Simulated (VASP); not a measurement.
# Al5Rh (F-43m) in VASP: further runs

Runs on Al5Rh. Level: PBE. Tasks: relaxation of cell and atoms, single point.

All numbers are computed with VASP 6.6.1; they aren't measurements. Logs are shortened: lines on timing, memory, paths and dates and some standing lists are left out, and cuts for length are marked.

## Step 1: The cell of the first run

Symmetry: F-43m, No. 216, cubic system. The conventional cell has a = 7.038 Å, b = 7.038 Å, c = 7.038 Å, α = 90.00°, β = 90.00°, γ = 90.00°. Al (site symmetry 3m) has 9 Al at 2.48 to 2.92 Å and 3 Rh at 2.92 Å within 3.3 Å. Al (site symmetry -43m) has 12 Al at 2.92 Å and 4 Rh at 3.05 Å within 3.8 Å. Rh (site symmetry -43m) has 16 Al at 2.92 to 3.05 Å within 3.8 Å.

The cell was built from a structure type or drawn by symmetry, and may not be a known phase.

## Step 2: Relaxation of cell and atoms, PBE

The input, INCAR:

```
SYSTEM = Al5Rh
PREC = Accurate
ENCUT = 600
EDIFF = 1E-6
ISMEAR = 0
SIGMA = 0.1
LREAL = .FALSE.
LASPH = .TRUE.
NELM = 80
ALGO = Normal
ISIF = 3
LWAVE = .FALSE.
LCHARG = .FALSE.
GGA = PE
IBRION = 2
NSW = 90
EDIFFG = -0.04
```

The input, KPOINTS:

```
Automatic mesh
0
G
  4 4 4
  0 0 0
```

The input, POSCAR:

```
Al5Rh
1.0
    0.0000000000      3.5189162800      3.5189162800
    3.5189162800      0.0000000000      3.5189162800
    3.5189162800      3.5189162800      0.0000000000
Al Rh
5 1
Direct
    0.3752183100      0.8743450600      0.3752183100
    0.3752183100      0.3752183100      0.3752183100
    0.7500000000      0.7500000000      0.7500000000
    0.8743450600      0.3752183100      0.3752183100
    0.3752183100      0.3752183100      0.8743450600
    0.0000000000      0.0000000000      0.0000000000
```

Potentials or basis: VASP PAW PBE potentials, release 64 (Al, Rh_pv).

On the command line:

```sh
$ cat potpaw_PBE.64/Al/POTCAR potpaw_PBE.64/Rh_pv/POTCAR > POTCAR
$ mpirun -np 1 vasp_std > vasp.out
```

OUTCAR:

```text
SYSTEM = Al5Rh
   PREC = Accurate
   ENCUT = 600
   EDIFF = 1E-6
   ISMEAR = 0
   LREAL = .FALSE.
   LASPH = .TRUE.
   NELM = 80
   ISIF = 3
   GGA = PE
   IBRION = 2
   NSW = 90
   EDIFFG = -0.04

 ion  position               nearest neighbor table
   1  0.375  0.874  0.375-   2 2.48   4 2.48   5 2.48   5 2.49   2 2.49   4 2.49   3 2.92   3 2.92
                             3 2.92   6 2.92   6 2.92   6 2.92
   2  0.375  0.375  0.375-   1 2.48   4 2.48   5 2.48   5 2.49   1 2.49   4 2.49   3 2.92   3 2.92
                             3 2.92   6 2.92   6 2.92   6 2.92
   3  0.750  0.750  0.750-   1 2.92   5 2.92   4 2.92   5 2.92   1 2.92   4 2.92   2 2.92   2 2.92
                             2 2.92   1 2.92   4 2.92   5 2.92   6 3.05   6 3.05   6 3.05   6 3.05
   4  0.874  0.375  0.375-   1 2.48   2 2.48   5 2.48   2 2.49   5 2.49   1 2.49   3 2.92   3 2.92
                             3 2.92   6 2.92   6 2.92   6 2.92
   5  0.375  0.375  0.874-   1 2.48   2 2.48   4 2.48   2 2.49   1 2.49   4 2.49   3 2.92   3 2.92
                             3 2.92   6 2.92   6 2.92   6 2.92
   6  0.000  0.000  0.000-   1 2.92   4 2.92   5 2.92   2 2.92   2 2.92   2 2.92   1 2.92   4 2.92
                             5 2.92   1 2.92   4 2.92   5 2.92   3 3.05   3 3.05   3 3.05   3 3.05

  LATTYP: Found a face centered cubic cell.
 ALAT       =     7.0378325600

  Lattice vectors:

 A1 = (   0.0000000000,   3.5189162800,   3.5189162800)
 A2 = (   3.5189162800,   0.0000000000,   3.5189162800)
 A3 = (   3.5189162800,   3.5189162800,   0.0000000000)

Analysis of symmetry for initial positions (statically):
=====================================================================
 Subroutine PRICEL returns:
 Original cell was already a primitive cell.

 Routine SETGRP: Setting up the symmetry group for a
 face centered cubic supercell.

 Subroutine GETGRP returns: Found 24 space group operations
 (whereof 24 operations were pure point group operations)
 out of a pool of 48 trial point group operations.

The static configuration has the point symmetry T_d .

Analysis of symmetry for dynamics (positions and initial velocities):
=====================================================================
 Subroutine PRICEL returns:
 Original cell was already a primitive cell.

 Routine SETGRP: Setting up the symmetry group for a
 face centered cubic supercell.

 Subroutine GETGRP returns: Found 24 space group operations
 (whereof 24 operations were pure point group operations)
 out of a pool of 48 trial point group operations.

The dynamic configuration has the point symmetry T_d .

 Subroutine INISYM returns: Found 24 space group operations
 (whereof 24 operations are pure point group operations),
 and found     1 'primitive' translations

----------------------------------------------------------------------------------------

                                     Primitive cell

  volume of cell :      87.1479

  direct lattice vectors                    reciprocal lattice vectors
     0.000000000  3.518916280  3.518916280    -0.142089200  0.142089200  0.142089200
     3.518916280  0.000000000  3.518916280     0.142089200 -0.142089200  0.142089200
[... 73 lines left out ...]
   LASPH  =      T    aspherical Exc in radial PAW
   ENCUT  =  600.0 eV  44.10 Ry    6.64 a.u.   9.94  9.94  9.94*2*pi/ulx,y,z
   NELM   =     80;   NELMIN=  2; NELMDL= -5     # of ELM steps
   EDIFF  = 0.1E-05   stopping-criterion for ELM
   LREAL  =      F    real-space projection
   EDIFFG = -.4E-01   stopping-criterion for IOM
   NSW    =     90    number of steps for IOM
   IBRION =      2    ionic relax: 0-MD 1-quasi-New 2-CG
   NFREE  =      1    steps in history (QN), initial steepest desc. (CG)
   ISIF   =      3    stress and relaxation
   ISYM   =      2    0-nonsym 1-usesym 2-fastsym
   POTIM  = 0.5000    time-step for ionic-motion
   TEBEG  =    0.0;   TEEND  =   0.0 temperature during run
   PSTRESS=    0.0 pullay stress
   NELECT =      30.0000    total number of electrons
   NUPDOWN=      -1.0000    fix difference up-down
   EMIN   =  10.00;   EMAX   =-10.00  energy-range for DOS
   EFERMI =   0.00;   METHOD = LEGACY
   ISMEAR =     0;   SIGMA  =   0.10  broadening in eV -4-tet -1-fermi 0-gaus
   EFERMI_NEDOS =   21; number of points for ismear=-14 and -15
   IALGO  =     38    algorithm
   IMIX   =      4    mixing-type and parameters
     AMIX     =   0.40;   BMIX     =  1.00
     AMIX_MAG =   1.60;   BMIX_MAG =  1.00
  volume/ion in A,a.u.               =      14.52        98.02
  Fermi-wavevector in a.u.,A,eV,Ry     =   1.147351  2.168179 17.910906  1.316414
  Thomas-Fermi vector in A             =   2.284031
   LORBIT       =      0    0 simple, 1 ext, 2 COOP (PROOUT), +10 PAW based schemes
   GGA     = PE    functional components
   LHFCALC =     F    Hartree Fock is set to
   AEXX    =    0.0000 exact exchange contribution
   IVDW    =     0    specifies the selected vdW correction
   LEPSILON=     F    determine dielectric tensor
   LRPA    =     F    only Hartree local field effects (RPA)
 conjugate gradient relaxation of ions
 non-spin polarized calculation
 Gauss-broadening in eV      SIGMA  =   0.10
  energy-cutoff  :      600.00
  volume of cell :       87.15
 maximum number of plane-waves:      2936
   NGX = 19   NGY = 19   NGZ = 19

--------------------------------------- Ionic step        1  -------------------------------------------

 number of electron      29.9999997 magnetization

 Free energy of the ion-electron system (eV)
  ---------------------------------------------------
  ext. energy  EPLUGINS =         0.00000000
  ---------------------------------------------------
  free energy    TOTEN  =       -25.46234109 eV

  energy without entropy =      -25.42308861  energy(sigma->0) =      -25.44271485

 E-fermi :  10.0813     XC(G=0): -11.1414

 val. band max:       10.0713810716   @ k =   0.0000   0.0000   0.0000
 cond. band min:      10.0891196688   @ k =   0.5000   0.2500   0.0000
 fundamental gap:      0.0177385972
 Fermi energy:        10.0812636720

 k-point     1 :       0.0000    0.0000    0.0000
  band No.  band energies     occupation
      1     -36.6610      2.00000
      2     -36.6610      2.00000
      3     -36.6610      2.00000
      4      -2.0798      2.00000
      5       4.6434      2.00000
      6       5.0652      2.00000
[... 244 lines left out ...]
--------------------------------------- Ionic step        3  -------------------------------------------

 number of electron      30.0000005 magnetization

 Free energy of the ion-electron system (eV)
  ---------------------------------------------------
  ext. energy  EPLUGINS =         0.00000000
  ---------------------------------------------------
  free energy    TOTEN  =       -25.72373532 eV

  energy without entropy =      -25.67776369  energy(sigma->0) =      -25.70074951

 E-fermi :   8.8757     XC(G=0): -10.7458

 val. band max:        8.8576001526   @ k =   0.0000   0.0000   0.0000
 cond. band min:       8.8886192757   @ k =   0.5000   0.2500   0.0000
 fundamental gap:      0.0310191231
 Fermi energy:         8.8756576668

 k-point     1 :       0.0000    0.0000    0.0000
  band No.  band energies     occupation
      1     -37.5435      2.00000
      2     -37.5435      2.00000
      3     -37.5435      2.00000
      4      -2.5494      2.00000
      5       3.7748      2.00000
      6       4.3728      2.00000
[... 198 lines left out ...]
  FREE ENERGIE OF THE ION-ELECTRON SYSTEM (eV)
  ---------------------------------------------------
  free  energy   TOTEN  =       -25.7237353217 eV

  energy  without entropy=      -25.6777636937  energy(sigma->0) =      -25.70074951

 reached required accuracy - stopping structural energy minimisation
```

OSZICAR:

```text
N       E                     dE             d eps       ncg     rms          rms(c)
DAV:   1     0.126752537399E+03    0.12675E+03   -0.16031E+04   368   0.155E+03
DAV:   2    -0.199249646459E+02   -0.14668E+03   -0.14082E+03   330   0.291E+02
DAV:   3    -0.268521915079E+02   -0.69272E+01   -0.66020E+01   404   0.509E+01
[... 34 lines left out ...]
DAV:   6    -0.257241636056E+02    0.18667E-02   -0.83425E-03   376   0.691E-01    0.336E-01
DAV:   7    -0.257238956294E+02    0.26798E-03   -0.91210E-04   382   0.199E-01    0.155E-01
DAV:   8    -0.257237351894E+02    0.16044E-03   -0.80029E-04   390   0.217E-01    0.184E-02
DAV:   9    -0.257237356986E+02   -0.50912E-06   -0.21688E-05   343   0.331E-02    0.652E-03
DAV:  10    -0.257237353217E+02    0.37684E-06   -0.20013E-06   204   0.132E-02
   3 F= -.25723735E+02 E0= -.25700750E+02  d E =-.261394E+00
```

CONTCAR:

```text
Al5Rh
   1.00000000000000
    -0.0000000000000000    3.6317818674864224    3.6317818674864224
     3.6317818674864224   -0.0000000000000000    3.6317818674864224
     3.6317818674864224    3.6317818674864224    0.0000000000000000
  Al              Rh
     5     1
Direct
     0.3749264783011055    0.8752205550966899    0.3749264783011055
     0.3749264783011055    0.3749264783011055    0.3749264783011055
     0.7500000000000000    0.7500000000000000    0.7500000000000000
     0.8752205550966899    0.3749264783011055    0.3749264783011055
     0.3749264783011055    0.3749264783011055    0.8752205550966899
     0.0000000000000000    0.0000000000000000    0.0000000000000000

  0.00000000E+00  0.00000000E+00  0.00000000E+00
  0.00000000E+00  0.00000000E+00  0.00000000E+00
  0.00000000E+00  0.00000000E+00  0.00000000E+00
  0.00000000E+00  0.00000000E+00  0.00000000E+00
  0.00000000E+00  0.00000000E+00  0.00000000E+00
  0.00000000E+00  0.00000000E+00  0.00000000E+00
```

Run time: 1.9 min. Hardware: 1 thread of Intel Xeon 8259CL, shared host; peak memory 0.25 GiB.

What came out:

```
Free energy                           : -25.7237 eV
Relaxed volume                        : 15.97 Å³/atom
Relaxed cell                          : a = 5.136 Å, b = 5.136 Å, c = 5.136 Å, α = 60.00°, β = 60.00°, γ = 60.00°
Space group after relaxing (to 0.1 Å) : F-43m (No. 216)
Energy gained by relaxing             : 43.6 meV/atom
Ionic steps                           : 3
Pressure after relaxing               : 0.0 GPa
Largest force after relaxing          : 0.008 eV/Å
Band gap on the k mesh                : zero (bands 15 and 16 overlap by 2.29 eV)
```

Forces in eV/Å, atoms in the order of the input:
```
Al   0.004 -0.004  0.004
Al  -0.004 -0.004 -0.004
Al   0.000  0.000  0.000
Al  -0.004  0.004  0.004
Al   0.004  0.004 -0.004
Rh   0.000  0.000  0.000
```

Step by step:
| step | energy change (eV) | largest force (eV/Å) | pressure (GPa) | volume (Å³) |
| --- | --- | --- | --- | --- |
| 1 | 0.0000 | 0.1037 | 10.51 | 87.15 |
| 2 | -0.2207 | 0.0110 | -3.23 | 99.73 |
| 3 | -0.2614 | 0.0076 | 0.03 | 95.81 |

Final structure:
```
CELL_PARAMETERS angstrom
0.00000 3.63178 3.63178
3.63178 0.00000 3.63178
3.63178 3.63178 0.00000
ATOMIC_POSITIONS crystal
Al 0.37493 0.87522 0.37493
Al 0.37493 0.37493 0.37493
Al 0.75000 0.75000 0.75000
Al 0.87522 0.37493 0.37493
Al 0.37493 0.37493 0.87522
Rh 0.00000 0.00000 0.00000
```

Caveat: the k points lie up to 0.37 Å⁻¹ apart in the final cell, too coarse for converged energies and pressures of a metal.

[end of part 1 of 2]
